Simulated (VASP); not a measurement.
# Si8O14F (a cell with a defect) in VASP: notebook, part 2 of 2

VASP 6.6.1. The steps go on from the part before.

**3. Single point, PBE**

Input file INCAR:

```
PREC = Accurate
ENCUT = 520
EDIFF = 1E-7
ISMEAR = 0
SIGMA = 0.05
LREAL = Auto
LASPH = T
NELM = 80
ALGO = Normal
ISIF = 2
LWAVE = F
LCHARG = T
GGA = PE
LELF = T
LVHAR = T
NELECT = 122.0
NBANDS = 78
```

Input file KPOINTS:

```
Automatic mesh
0
Gamma
  2 2 2
```

Input file POSCAR:

```
Si8O14F
1.0
   -4.1773000000     -4.1773000000      0.0000000000
    4.1773000000     -4.1773000000      0.0000000000
    0.0000000000      0.0000000000      5.3310000000
Si O F
8 14 1
Direct
    0.5000000000      0.5152949355     -0.0062474342
    0.0000000000      0.5007464936      0.2500000000
    0.5000000000      0.5152949355      0.5062474342
    0.0000000000      0.5045783476      0.7500000000
    0.0000000000      0.0008168078      0.0018317853
    0.5000000000     -0.0830462529      0.2500000000
    0.0000000000      0.0008168078      0.4981682147
    0.5000000000      0.0112929389      0.7500000000
    0.1989448095      0.5039652221      0.0037116179
    0.0000000000      0.1975824549      0.2500000000
    0.8010551905      0.5039652221      0.0037116179
    0.0000000000      0.8053159228      0.2500000000
    0.1989448095      0.5039652221      0.4962883821
    0.0000000000      0.1971536928      0.7500000000
    0.8010551905      0.5039652221      0.4962883821
    0.0000000000      0.8061527783      0.7500000000
    0.6912750269     -0.0050384883      0.0067938635
    0.3087249731     -0.0050384883      0.0067938635
    0.6912750269     -0.0050384883      0.4932061365
    0.5000000000      0.7038521070      0.7500000000
    0.3087249731     -0.0050384883      0.4932061365
    0.5000000000      0.3120946909      0.7500000000
    0.5000000000      0.3224264044      0.2500000000
```

Potentials or basis: VASP PAW PBE potentials, release 64 (Si, O, F).

On the command line:

```sh
$ cat potpaw_PBE.64/Si/POTCAR potpaw_PBE.64/O/POTCAR potpaw_PBE.64/F/POTCAR > POTCAR
$ mpirun -np 1 vasp_std > vasp.out
```

OUTCAR:

```text
PREC = Accurate
   ENCUT = 520
   EDIFF = 1E-7
   ISMEAR = 0
   LREAL = Auto
   LASPH = T
   NELM = 80
   ISIF = 2
   GGA = PE
   NELECT = 122.0

 ion  position               nearest neighbor table
   1  0.500  0.515  0.994-  20 1.71  22 1.77  23 1.78  11 1.78   9 1.78   3 2.60   3 2.73   6 2.74

   2  0.000  0.501  0.250-   9 1.76  11 1.76  13 1.76  15 1.76  10 1.79  12 1.80   4 2.67   4 2.67

   3  0.500  0.515  0.506-  20 1.71  22 1.77  23 1.78  15 1.78  13 1.78   1 2.60   1 2.73   6 2.74
[... 12 lines left out ...]
  10  0.000  0.198  0.250-   5 1.76   7 1.76   2 1.79
  11  0.801  0.504  0.004-   2 1.76   1 1.78   4 1.79
  12  0.000  0.805  0.250-   5 1.76   7 1.76   2 1.80
  13  0.199  0.504  0.496-   2 1.76   3 1.78   4 1.79
  14  0.000  0.197  0.750-   5 1.77   7 1.77   4 1.82
  15  0.801  0.504  0.496-   2 1.76   3 1.78   4 1.79
  16  0.000  0.806  0.750-   5 1.77   7 1.77   4 1.78
  17  0.691  0.995  0.007-   8 1.78   6 1.78   5 1.82
  18  0.309  0.995  0.007-   8 1.78   6 1.78   5 1.82
  19  0.691  0.995  0.493-   8 1.78   6 1.78   7 1.82
  20  0.500  0.704  0.750-   1 1.71   3 1.71   8 1.82
  21  0.309  0.995  0.493-   8 1.78   6 1.78   7 1.82
  22  0.500  0.312  0.750-   1 1.77   3 1.77   8 1.78
  23  0.500  0.322  0.250-   1 1.78   3 1.78   6 2.40

  LATTYP: Found a simple tetragonal cell.
 ALAT       =     5.9075943141
 C/A-ratio  =     0.9023977810

  Lattice vectors:

 A1 = (  -4.1773000000,  -4.1773000000,   0.0000000000)
 A2 = (   4.1773000000,  -4.1773000000,   0.0000000000)
 A3 = (   0.0000000000,   0.0000000000,   5.3310000000)

Analysis of symmetry for initial positions (statically):
=====================================================================
 Subroutine PRICEL returns:
 Original cell was already a primitive cell.

 Routine SETGRP: Setting up the symmetry group for a
 simple tetragonal supercell.

 Subroutine GETGRP returns: Found  4 space group operations
 (whereof  2 operations were pure point group operations)
 out of a pool of 16 trial point group operations.

The static configuration has the point symmetry C_1h.
 The point group associated with its full space group is C_2v.

Analysis of symmetry for dynamics (positions and initial velocities):
=====================================================================
 Subroutine PRICEL returns:
 Original cell was already a primitive cell.

 Routine SETGRP: Setting up the symmetry group for a
 simple tetragonal supercell.

 Subroutine GETGRP returns: Found  4 space group operations
 (whereof  2 operations were pure point group operations)
 out of a pool of 16 trial point group operations.

The dynamic configuration has the point symmetry C_1h.
 The point group associated with its full space group is C_2v.

 Subroutine INISYM returns: Found  4 space group operations
 (whereof  2 operations are pure point group operations),
 and found     1 'primitive' translations

----------------------------------------------------------------------------------------

                                     Primitive cell

[... 89 lines left out ...]
  0.000000  0.000000  0.000000      1.000000
  0.500000  0.000000  0.000000      1.000000
  0.000000  0.500000  0.000000      1.000000
  0.500000  0.500000  0.000000      1.000000
  0.000000  0.000000  0.500000      1.000000
  0.500000  0.000000  0.500000      1.000000
  0.000000  0.500000  0.500000      1.000000
  0.500000  0.500000  0.500000      1.000000
   k-points           NKPTS =      8   k-points in BZ     NKDIM =      8   number of bands    NBANDS=     78
   number of dos      NEDOS =    301   number of ions     NIONS =     23
   total plane-waves  NPLWV =  92160
   dimension x,y,z NGX =    48 NGY =   48 NGZ =   40
   dimension x,y,z NGXF=    96 NGYF=   96 NGZF=   80
   ions per type =               8  14   1
   NGX,Y,Z   is equivalent  to a cutoff of  13.51, 13.51, 12.47 a.u.
   NGXF,Y,Z  is equivalent  to a cutoff of  27.02, 27.02, 24.95 a.u.
 SYSTEM =  unknown system
   PREC   = accura    normal or accurate (medium, high low for compatibility)
   ISTART =      0    job   : 0-new  1-cont  2-samecut
   ICHARG =      2    charge: 1-file 2-atom 10-const
   ISPIN  =      1    spin polarized calculation?
   LNONCOLLINEAR =      F non collinear calculations
   LSORBIT =      F    spin-orbit coupling
   LASPH  =      T    aspherical Exc in radial PAW
   ENCUT  =  520.0 eV  38.22 Ry    6.18 a.u.  10.98 10.98  9.91*2*pi/ulx,y,z
   NELM   =     80;   NELMIN=  2; NELMDL= -5     # of ELM steps
   EDIFF  = 0.1E-06   stopping-criterion for ELM
   LREAL  =      T    real-space projection
   EDIFFG = 0.1E-05   stopping-criterion for IOM
   NSW    =      0    number of steps for IOM
   IBRION =     -1    ionic relax: 0-MD 1-quasi-New 2-CG
   NFREE  =      0    steps in history (QN), initial steepest desc. (CG)
   ISIF   =      2    stress and relaxation
   ISYM   =      2    0-nonsym 1-usesym 2-fastsym
   POTIM  = 0.5000    time-step for ionic-motion
   TEBEG  =    0.0;   TEEND  =   0.0 temperature during run
   PSTRESS=    0.0 pullay stress
   NELECT =     122.0000    total number of electrons
   NUPDOWN=      -1.0000    fix difference up-down
   EMIN   =  10.00;   EMAX   =-10.00  energy-range for DOS
   EFERMI =   0.00;   METHOD = LEGACY
   ISMEAR =     0;   SIGMA  =   0.05  broadening in eV -4-tet -1-fermi 0-gaus
   EFERMI_NEDOS =   21; number of points for ismear=-14 and -15
   IALGO  =     38    algorithm
   IMIX   =      4    mixing-type and parameters
     AMIX     =   0.40;   BMIX     =  1.00
     AMIX_MAG =   1.60;   BMIX_MAG =  1.00
  volume/ion in A,a.u.               =       8.09        54.59
  Fermi-wavevector in a.u.,A,eV,Ry     =   1.422279  2.687717 27.522917  2.022877
  Thomas-Fermi vector in A             =   2.543000
   LORBIT       =      0    0 simple, 1 ext, 2 COOP (PROOUT), +10 PAW based schemes
   GGA     = PE    functional components
   LHFCALC =     F    Hartree Fock is set to
   AEXX    =    0.0000 exact exchange contribution
   IVDW    =     0    specifies the selected vdW correction
   LEPSILON=     F    determine dielectric tensor
   LRPA    =     F    only Hartree local field effects (RPA)
 non-spin polarized calculation
 Gauss-broadening in eV      SIGMA  =   0.05
  energy-cutoff  :      520.00
  volume of cell :      186.05
 maximum number of plane-waves:      5032
 NGX is ok and might be reduce to    48
   NGX = 21   NGY = 21   NGZ = 19

 number of electron     121.9999976 magnetization

 Free energy of the ion-electron system (eV)
  ---------------------------------------------------
  ext. energy  EPLUGINS =         0.00000000
  ---------------------------------------------------
  free energy    TOTEN  =      -179.98462395 eV

  energy without entropy =     -179.98462395  energy(sigma->0) =     -179.98462395

 E-fermi :   8.1746     XC(G=0): -12.0449

 val. band max:        7.9298857773   @ k =   0.5000   0.0000   0.0000
 cond. band min:      11.1309441223   @ k =   0.0000   0.0000   0.5000
 fundamental gap:      3.2010583450
 Fermi energy:         8.1746453614

 k-point     1 :       0.0000    0.0000    0.0000
  band No.  band energies     occupation
      1     -18.0030      2.00000
      2     -14.1919      2.00000
      3     -12.6813      2.00000
      4     -12.6602      2.00000
      5     -11.8503      2.00000
      6     -11.5023      2.00000
[... 597 lines left out ...]
     72      17.9281      0.00000
     73      18.2506      0.00000
 [bands above 73 left out]

------------------------ aborting loop because EDIFF is reached ----------------------------------------

  FORCE on cell =-STRESS in cart. coord.  units (eV):
  Direction    XX          YY          ZZ          XY          YZ          ZX
  --------------------------------------------------------------------------------------
  -------------------------------------------------------------------------------------
  Total       -6.3360340     -6.3360340     -2.2436738     -3.7217036      0.0000000      0.0000000
  in kB      -54.5629783    -54.5629783    -19.3214756    -32.0495807      0.0000000      0.0000000
  external PRESSURE =     -42.8158107 kB  Pullay stress =       0.0000000 kB

 VOLUME and BASIS-vectors are now :
 -----------------------------------------------------------------------------
  energy-cutoff  :      520.00
  volume of cell :      186.05
      direct lattice vectors                 reciprocal lattice vectors
    -4.177300000 -4.177300000  0.000000000    -0.119694540 -0.119694540  0.000000000
     4.177300000 -4.177300000  0.000000000     0.119694540 -0.119694540  0.000000000
     0.000000000  0.000000000  5.331000000     0.000000000  0.000000000  0.187582067

 POSITION                                       TOTAL-FORCE (eV/Angst)
 -----------------------------------------------------------------------------------
      0.06389     -4.24119      5.29769         0.019093     -0.019093     -0.002075
      2.09177     -2.09177      1.33275        -0.003779      0.003779      0.000000
      0.06389     -4.24119      2.69881         0.019093     -0.019093      0.002075
      2.10778     -2.10778      3.99825        -0.004827      0.004827      0.000000
      0.00341     -0.00341      0.00977         0.000515     -0.000515      0.000770
      1.74174     -5.91904      1.33275        -0.002708      0.002708      0.000000
[... 15 lines left out ...]
     -0.78494     -3.39236      3.99825        -0.025653      0.025653      0.000000
     -0.74178     -3.43552      1.33275        -0.060807      0.060807      0.000000
 -----------------------------------------------------------------------------------
    total drift:                                0.014346     -0.014346      0.000001

  FREE ENERGIE OF THE ION-ELECTRON SYSTEM (eV)
  ---------------------------------------------------
  free  energy   TOTEN  =      -179.9846239528 eV

  energy  without entropy=     -179.9846239528  energy(sigma->0) =     -179.98462395
```

Wall time 6.8 min (1 thread of AMD EPYC 7R13, shared host); peak memory 0.3 GiB.

Results:

| Property | Result |
| --- | --- |
| Free energy | -179.9846 eV |
| Largest force | 0.086 eV/Å |

Forces on the atoms (eV/Å):
```
Si   0.019 -0.019 -0.002
Si  -0.004  0.004  0.000
Si   0.019 -0.019  0.002
Si  -0.005  0.005  0.000
Si   0.001 -0.001  0.001
Si  -0.003  0.003  0.000
Si   0.001 -0.001 -0.001
Si   0.011 -0.011  0.000
O   -0.004 -0.009  0.002
O    0.017 -0.017  0.000
O    0.009  0.004  0.002
O   -0.011  0.011  0.000
O   -0.004 -0.009 -0.002
O    0.010 -0.010  0.000
O    0.009  0.004 -0.002
O   -0.003  0.003  0.000
O   -0.017 -0.009 -0.001
O    0.009  0.017 -0.001
O   -0.017 -0.009  0.001
O    0.038 -0.038  0.000
O    0.009  0.017  0.001
O   -0.026  0.026  0.000
F   -0.061  0.061  0.000
```

Caveat: the k points lie up to 0.59 Å⁻¹ apart; the cell carries a net charge on a neutralising background, which shifts energy and pressure; the cell is charged against a uniform background, so pressure and absolute levels hang on convention.
